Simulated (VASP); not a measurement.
# TiTe2 (P-3m1) in VASP: settings compared

The runs below take TiTe2 through single point, relaxation of cell and atoms, with PBE-based screened hybrid, PBEsol, PBE+D3(BJ).

Program: VASP 6.6.1. These are calculated values, not measurements. Logs are shortened: lines on timing, memory, paths and dates and some standing lists are left out, and cuts for length are marked.

## (1) The cell of the first run

Symmetry: P-3m1, No. 164, trigonal system. Conventional cell: a = 3.777 Å, b = 3.777 Å, c = 6.498 Å, α = 90.00°, β = 90.00°, γ = 120.00°. Within 3.7 Å of Te (site symmetry 3m) lie 3 Ti at 2.77 Å. Ti (site symmetry -3m) has 6 Te at 2.77 Å within 3.7 Å.

## (2) Single point, PBE-based screened hybrid

Contents of POSCAR:

```
TiTe2
1.0
    3.7770000000      0.0000000000      0.0000000000
   -1.8885000000      3.2709779501      0.0000000000
    0.0000000000      0.0000000000      6.4980000000
Te Ti
2 1
Direct
    0.3333333333      0.6666666667      0.7372000000
    0.6666666667      0.3333333333      0.2628000000
    0.0000000000      0.0000000000      0.0000000000
```

Contents of INCAR.step1:

```
PREC = Accurate
ENCUT = 520
EDIFF = 1E-5
ISMEAR = -1
SIGMA = 0.05
LREAL = F
LASPH = T
NELM = 60
ALGO = Normal
ISIF = 2
LWAVE = T
LCHARG = F
NBANDS = 19
GGA = PE
```

Contents of INCAR.step2:

```
PREC = Accurate
ENCUT = 520
EDIFF = 1E-7
ISMEAR = -1
SIGMA = 0.05
LREAL = F
LASPH = T
NELM = 60
ALGO = Normal
ISIF = 2
LWAVE = F
LCHARG = F
GGA = PE
LHFCALC = T
AEXX = 0.25
HFSCREEN = 0.3
PRECFOCK = Normal
NBANDS = 19
ISTART = 1
```

Contents of KPOINTS:

```
regular mesh
0
Gamma
  4 4 2
```

Potentials or basis: VASP PAW PBE potentials, release 64 (Te, Ti_sv).

Started as:

```bash
cat potpaw_PBE.64/Te/POTCAR potpaw_PBE.64/Ti_sv/POTCAR > POTCAR
cp INCAR.step1 INCAR
mpirun -np 1 vasp_std > vasp.out
cp INCAR.step2 INCAR
mpirun -np 1 vasp_std > vasp.out
```

OUTCAR:

```text
PREC = Accurate
   ENCUT = 520
   EDIFF = 1E-7
   ISMEAR = -1
   LREAL = F
   LASPH = T
   NELM = 60
   ISIF = 2
   GGA = PE
   LHFCALC = T
   AEXX = 0.25
   HFSCREEN = 0.3
   PRECFOCK = Normal
   ISTART = 1

 ion  position               nearest neighbor table
   1  0.333  0.667  0.737-   3 2.77   3 2.77   3 2.77
   2  0.667  0.333  0.263-   3 2.77   3 2.77   3 2.77
   3  0.000  0.000  0.000-   1 2.77   2 2.77   2 2.77   1 2.77   2 2.77   1 2.77

  LATTYP: Found a hexagonal cell.
 ALAT       =     3.7770000000
 C/A-ratio  =     1.7204130262

  Lattice vectors:

 A1 = (   3.7770000000,   0.0000000000,   0.0000000000)
 A2 = (  -1.8885000000,   3.2709779501,   0.0000000000)
 A3 = (   0.0000000000,   0.0000000000,   6.4980000000)

Analysis of symmetry for initial positions (statically):
=====================================================================
 Subroutine PRICEL returns:
 Original cell was already a primitive cell.

 Routine SETGRP: Setting up the symmetry group for a
 hexagonal supercell.

 Subroutine GETGRP returns: Found 12 space group operations
 (whereof 12 operations were pure point group operations)
 out of a pool of 24 trial point group operations.

The static configuration has the point symmetry D_3d.

Analysis of symmetry for dynamics (positions and initial velocities):
=====================================================================
 Subroutine PRICEL returns:
 Original cell was already a primitive cell.

 Routine SETGRP: Setting up the symmetry group for a
 hexagonal supercell.

 Subroutine GETGRP returns: Found 12 space group operations
 (whereof 12 operations were pure point group operations)
 out of a pool of 24 trial point group operations.

The dynamic configuration has the point symmetry D_3d.

 Subroutine INISYM returns: Found 12 space group operations
 (whereof 12 operations are pure point group operations),
 and found     1 'primitive' translations

----------------------------------------------------------------------------------------

                                     Primitive cell
[... 75 lines left out ...]
   NELM   =     60;   NELMIN=  2; NELMDL=  0     # of ELM steps
   EDIFF  = 0.1E-06   stopping-criterion for ELM
   LREAL  =      F    real-space projection
   EDIFFG = 0.1E-05   stopping-criterion for IOM
   NSW    =      0    number of steps for IOM
   IBRION =     -1    ionic relax: 0-MD 1-quasi-New 2-CG
   NFREE  =      0    steps in history (QN), initial steepest desc. (CG)
   ISIF   =      2    stress and relaxation
   ISYM   =      3    0-nonsym 1-usesym 2-fastsym
   POTIM  = 0.5000    time-step for ionic-motion
   TEBEG  =    0.0;   TEEND  =   0.0 temperature during run
   PSTRESS=    0.0 pullay stress
   NELECT =      24.0000    total number of electrons
   NUPDOWN=      -1.0000    fix difference up-down
   EMIN   =  10.00;   EMAX   =-10.00  energy-range for DOS
   EFERMI =   0.00;   METHOD = LEGACY
   ISMEAR =    -1;   SIGMA  =   0.05  broadening in eV -4-tet -1-fermi 0-gaus
   EFERMI_NEDOS =   21; number of points for ismear=-14 and -15
   IALGO  =     38    algorithm
   IMIX   =      1    mixing-type and parameters
     AMIX     =   0.40;   BMIX     =  1.00
     AMIX_MAG =   1.60;   BMIX_MAG =  1.00
  volume/ion in A,a.u.               =      26.76       180.58
  Fermi-wavevector in a.u.,A,eV,Ry     =   1.094655  2.068597 16.303438  1.198269
  Thomas-Fermi vector in A             =   2.230964
   LORBIT       =      0    0 simple, 1 ext, 2 COOP (PROOUT), +10 PAW based schemes
   GGA     = PE    functional components
   LHFCALC =     T    Hartree Fock is set to
   PRECFOCK=normal    Normal, Fast or Accurate (Low or Medium for compatibility)
   ENCUT4O =  -1.0   cutoff for four orbital integrals eV
   NKREDX  =     1    reduce k-point grid by
   NKREDY  =     1    reduce k-point grid by
   NKREDZ  =     1    reduce k-point grid by
   AEXX    =    0.2500 exact exchange contribution
   HFSCREEN=    0.3000 screening length (either q_TF or 0.3 A-1)
   HFSCREENC=   0.3000 screening length for correlation (either q_TF or 0.3 A-1)
   ENCUTFOCK=  -1.0 apply spherical cutoff to Coloumb kernel
   IVDW    =     0    specifies the selected vdW correction
   LEPSILON=     F    determine dielectric tensor
   LRPA    =     F    only Hartree local field effects (RPA)
 non-spin polarized calculation
  energy-cutoff  :      520.00
  volume of cell :       80.28
 maximum number of plane-waves:      2175
 NGX is ok and might be reduce to    28
  NGX = 24; NGY = 24; NGZ = 40

 number of electron      23.9999998 magnetization

 Free energy of the ion-electron system (eV)
  ---------------------------------------------------
  ext. energy  EPLUGINS =         0.00000000
  ---------------------------------------------------
  free energy    TOTEN  =       -19.10658915 eV

  energy without entropy =      -19.09860343  energy(sigma->0) =      -19.10259629

 E-fermi :   6.9655     XC(G=0):  -8.3378

 val. band max:        6.9372043817   @ k =   0.5000   0.0000   0.0000
 cond. band min:       7.1858329978   @ k =   0.2500   0.0000   0.0000
 fundamental gap:      0.2486286162
 Fermi energy:         6.9655114955

 k-point     1 :       0.0000    0.0000    0.0000
  band No.  band energies     occupation
      1     -55.6386      2.00000
      2     -30.2455      2.00000
      3     -30.2455      2.00000
      4     -30.2352      2.00000
      5      -6.9611      2.00000
      6      -5.2648      2.00000
[... 153 lines left out ...]
      6      -4.8556      2.00000
[... 11 lines left out ...]
     18      12.9018      0.00000
     19      12.9890      0.00000

------------------------ aborting loop because EDIFF is reached ----------------------------------------

  FORCE on cell =-STRESS in cart. coord.  units (eV):
  Direction    XX          YY          ZZ          XY          YZ          ZX
  --------------------------------------------------------------------------------------
  -------------------------------------------------------------------------------------
  Total       -0.3624576     -0.3624576     -0.1683951      0.0000000     -0.0000000      0.0000000
  in kB       -7.2337490     -7.2337490     -3.3607469      0.0000000     -0.0000000      0.0000000
  external PRESSURE =      -5.9427483 kB  Pullay stress =       0.0000000 kB

 VOLUME and BASIS-vectors are now :
 -----------------------------------------------------------------------------
  energy-cutoff  :      520.00
  volume of cell :       80.28
      direct lattice vectors                 reciprocal lattice vectors
     3.777000000  0.000000000  0.000000000     0.264760392  0.152859484  0.000000000
    -1.888500000  3.270977950  0.000000000     0.000000000  0.305718967  0.000000000
     0.000000000  0.000000000  6.498000000     0.000000000  0.000000000  0.153893506

 POSITION                                       TOTAL-FORCE (eV/Angst)
 -----------------------------------------------------------------------------------
     -0.00000      2.18065      4.79033        -0.000000     -0.000000      0.250842
      1.88850      1.09033      1.70767        -0.000000      0.000000     -0.250842
      0.00000      0.00000      0.00000         0.000000      0.000000      0.000000
 -----------------------------------------------------------------------------------
    total drift:                                0.000000     -0.000000      0.000001

  FREE ENERGIE OF THE ION-ELECTRON SYSTEM (eV)
  ---------------------------------------------------
  free  energy   TOTEN  =       -19.1065891519 eV

  energy  without entropy=      -19.0986034265  energy(sigma->0) =      -19.10259629
```

OUTCAR.step1:

```text
PREC = Accurate
   ENCUT = 520
   EDIFF = 1E-5
   ISMEAR = -1
   LREAL = F
   LASPH = T
[... 382 lines left out ...]
     -0.00000      2.18065      4.79033        -0.000000      0.000000     -0.009479
      1.88850      1.09033      1.70767         0.000000     -0.000000      0.009479
      0.00000      0.00000      0.00000         0.000000      0.000000      0.000000
 -----------------------------------------------------------------------------------
    total drift:                                0.000000     -0.000000     -0.000000

  FREE ENERGIE OF THE ION-ELECTRON SYSTEM (eV)
  ---------------------------------------------------
  free  energy   TOTEN  =       -16.1585677497 eV

  energy  without entropy=      -16.1478062943  energy(sigma->0) =      -16.15318702
```

OSZICAR.step1:

```text
N       E                     dE             d eps       ncg     rms          rms(c)
DAV:   1     0.180545751894E+03    0.18055E+03   -0.10868E+04   304   0.118E+03
DAV:   2    -0.170228280731E+01   -0.18225E+03   -0.17769E+03   336   0.304E+02
DAV:   3    -0.176351280547E+02   -0.15933E+02   -0.15460E+02   460   0.827E+01
DAV:   4    -0.183119087328E+02   -0.67678E+00   -0.67461E+00   383   0.155E+01
DAV:   5    -0.183360965597E+02   -0.24188E-01   -0.24175E-01   442   0.286E+00    0.120E+01
DAV:   6    -0.185906976162E+02   -0.25460E+00   -0.36038E+01   340   0.373E+01    0.148E+01
DAV:   7    -0.164162091737E+02    0.21745E+01   -0.31266E+01   354   0.320E+01    0.540E+00
DAV:   8    -0.161626452733E+02    0.25356E+00   -0.12665E+00   367   0.805E+00    0.177E+00
DAV:   9    -0.161758675307E+02   -0.13222E-01   -0.29437E-01   383   0.346E+00    0.148E+00
DAV:  10    -0.161618635001E+02    0.14004E-01   -0.23321E-01   352   0.352E+00    0.786E-01
DAV:  11    -0.161586368323E+02    0.32267E-02   -0.16301E-02   355   0.100E+00    0.328E-01
DAV:  12    -0.161586441043E+02   -0.72720E-05   -0.41705E-04   346   0.150E-01    0.216E-01
DAV:  13    -0.161585701602E+02    0.73944E-04   -0.26962E-04   438   0.127E-01    0.586E-02
DAV:  14    -0.161585677497E+02    0.24105E-05   -0.13872E-05   263   0.239E-02
   1 F= -.16158568E+02 E0= -.16153187E+02  d E =-.107615E-01
```

Run time: 15 min. Hardware: 1 thread of Intel Xeon Platinum 8488C (Sapphire Rapids), shared host; peak memory 0.31 GiB.

What came out:

| Item | Value |
| --- | --- |
| Free energy | -19.1066 eV |
| Pressure | -0.6 GPa |
| Largest force | 0.251 eV/Å |
| Band gap on the k mesh | zero (band 12 reaches 7.43 eV, above the bottom of band 13 at 6.67 eV) |

Forces in eV/Å, atoms in the order of the input:
```
Te   0.000  0.000  0.251
Te   0.000  0.000 -0.251
Ti   0.000  0.000  0.000
```

Caveat: the k points lie up to 0.48 Å⁻¹ apart; the PAW data sets were made with another functional, which shifts forces and pressure a little; spin-orbit coupling is left out, which moves the levels of the heavy elements.

## (3) Single point, PBEsol, non-collinear spin, zero start, spin-orbit coupling

Contents of INCAR:

```
PREC = Accurate ; ENCUT = 520
EDIFF = 1E-7 ; ISMEAR = -1
SIGMA = 0.05 ; LREAL = False
LASPH = True ; NELM = 150
ALGO = Normal ; ISIF = 2
LWAVE = False ; LCHARG = False
MAGMOM = 0 0 0 0 0 0 0 0 0 ; LORBIT = 11
LSORBIT = True ; GGA_COMPAT = False
LORBMOM = True ; LMAXMIX = 4
GGA = PS ; NBANDS = 37
```

Contents of KPOINTS:

```
regular mesh
0
Gamma
  6 6 3
```

POSCAR is that of step 2.

Potentials or basis: VASP PAW PBE potentials, release 64 (Te, Ti_sv).

Started as:

```bash
cat potpaw_PBE.64/Te/POTCAR potpaw_PBE.64/Ti_sv/POTCAR > POTCAR
mpirun -np 1 vasp_ncl > vasp.out
```

It took 3 min on 1 thread of AMD EPYC 7R13 (Zen 3), shared host; peak memory 0.34 GiB.

It converged, with:

| Property | Result |
| --- | --- |
| Free energy | -17.7314 eV |
| Pressure | -2.2 GPa |
| Largest force | 0.152 eV/Å |
| Net moment | 0.00 μB per cell |
| Valence electrons inside the program's atomic spheres | Te 3.41; Ti 10.17 |

Forces on the atoms (eV/Å):
```
Te   0.000  0.000  0.152
Te   0.000  0.000 -0.152
Ti   0.000  0.000  0.000
```

Stress tensor (GPa, compression positive):
```
-2.30  0.00  0.00
 0.00 -2.30  0.00
 0.00  0.00 -2.08
```

Moments on the atoms (μB; x, y, z):
```
Te  0.00 0.00 0.00
Te  0.00 0.00 0.00
Ti  0.00 0.00 0.00
```

Caveat: the PAW data sets were made with another functional, which shifts forces and pressure a little; this functional lacks dispersion, which binds the layers, so the pressure and a relaxed spacing across them are unreliable.

## (4) Relaxation of cell and atoms, PBE+D3(BJ)

Contents of INCAR:

```
SYSTEM = TiTe2
PREC     = Accurate       ! precision mode
ENCUT    = 600            ! plane-wave cutoff, eV
EDIFF    = 1E-6           ! SCF threshold, eV
ISMEAR   = -1             ! smearing method
SIGMA    = 0.05           ! smearing width, eV
LREAL    = .False.        ! projectors in reciprocal space
LASPH    = .True.         ! aspherical terms in the spheres
NELM     = 80             ! most SCF steps
ALGO     = Normal         ! electronic algorithm
ISIF     = 3              ! what is computed and relaxed
LWAVE    = .False.        ! write WAVECAR
LCHARG   = .False.        ! write CHGCAR
GGA      = PE             ! functional
IVDW     = 12             ! dispersion correction
IBRION   = 2              ! ionic algorithm
NSW      = 60             ! ionic steps
EDIFFG   = -0.01          ! ionic threshold
```

Contents of KPOINTS:

```
regular mesh
0
Gamma
  8 8 4
  0 0 0
```

POSCAR is that of step 3.

Started as:

```bash
cat potpaw_PBE.64/Te/POTCAR potpaw_PBE.64/Ti_sv/POTCAR > POTCAR
mpirun -np 1 vasp_std > vasp.out
```

It took 9 min on 1 thread of Intel Xeon Platinum 8259CL at 2.50GHz (Skylake/Cascade Lake), shared host; peak memory 0.27 GiB.

The run converged. Its results:

| Item | Value |
| --- | --- |
| Free energy | -17.7250 eV |
| Relaxed volume | 25.16 Å³/atom |
| Relaxed cell | a = 3.706 Å, b = 3.706 Å, c = 6.348 Å, α = 90.00°, β = 90.00°, γ = 120.00° |
| Space group after relaxing (to 0.05 Å) | P-3m1 (No. 164) |
| Energy gained by relaxing | 11.6 meV/atom |
| Ionic steps | 11 |
| Pressure after relaxing | 0.0 GPa |
| Largest force after relaxing | 0.007 eV/Å |
| Band gap on the k mesh | zero (band 12 reaches 8.04 eV, above the bottom of band 13 at 7.22 eV) |
| Dispersion energy per atom | -0.523 eV |

Forces on the atoms (eV/Å):
```
Te   0.000  0.000 -0.007
Te   0.000  0.000  0.007
Ti   0.000  0.000  0.000
```

Step by step:
```tsv
step	energy change (eV)	largest force (eV/Å)	pressure (GPa)	volume (Å³)
1	0.0000	0.0273	-2.05	80.28
2	-0.0136	0.4515	1.20	76.36
3	-0.0179	0.3092	0.07	77.61
4	-0.0257	0.2155	0.03	77.02
5	-0.0301	0.0093	0.01	75.68
6	-0.0308	0.0548	0.02	76.05
7	-0.0330	0.0256	-0.10	75.96
8	-0.0342	0.0580	-0.36	75.68
9	-0.0346	0.0259	-0.28	75.78
10	-0.0339	0.0703	0.51	74.93
11	-0.0349	0.0073	0.00	75.49
```

Final structure:
```yaml
crystal:
  lattice:
    - [3.70566, 0.00000, 0.00000]
    - [-1.85283, 3.20919, 0.00000]
    - [0.00000, 0.00000, 6.34791]
  atoms:
    - { symbol: Te, position: [0.33333, 0.66667, 0.72836] }
    - { symbol: Te, position: [0.66667, 0.33333, 0.27164] }
    - { symbol: Ti, position: [0.00000, 0.00000, 0.00000] }
```

Levels at points of the mesh, in eV from the Fermi level:
```csv
k point,band 8,band 9,band 10,band 11,band 12,band 13,band 14,band 15,band 16
"(0.00, 0.00, 0.00)",-1.62,-1.62,0.28,0.45,0.45,0.80,1.27,1.27,3.09
"(0.50, 0.00, 0.00)",-3.88,-2.93,-2.50,-1.71,-1.19,-0.02,1.28,1.64,2.44
"(0.00, 0.00, 0.50)",-2.98,-1.52,-1.52,0.44,0.44,0.83,0.83,1.13,3.68
"(0.50, 0.00, 0.50)",-4.91,-2.55,-2.09,-0.88,-0.45,-0.37,1.28,1.63,2.58
```

Caveat: spin-orbit coupling is left out, which moves the levels of the heavy elements.

## (5) Summary

```csv
task,level,spin,cell,k mesh,cutoff (eV),grid for exact exchange (PRECFOCK),share of exact exchange,screening parameter,gap on the mesh (eV),pressure (GPa),largest force (eV/Å)
single point,PBE-based screened hybrid,off,as given,4 × 4 × 2,520,Normal,0.25,0.3 1/Å,none,-0.6,0.25
single point,PBEsol,"non-collinear, zero start, SOC",as given,6 × 6 × 3,520,-,-,-,-,-2.2,0.15
relaxation of cell and atoms,PBE+D3(BJ),off,relaxed,8 × 8 × 4,600,-,-,-,none,0.0,0.01
```

Alike in all rows: potentials or basis VASP PAW PBE potentials, release 64 (Te, Ti_sv); smearing fermi-dirac 0.05 eV.

Caveats: some runs use coarse meshes; the PAW data sets were made with another functional, which shifts forces and pressure a little (some runs); spin-orbit coupling is left out, which moves the levels of the heavy elements (some runs); this functional lacks dispersion, which binds the layers, so the pressure and a relaxed spacing across them are unreliable (some runs).

Absolute energies hang on the potentials; compare differences alone.
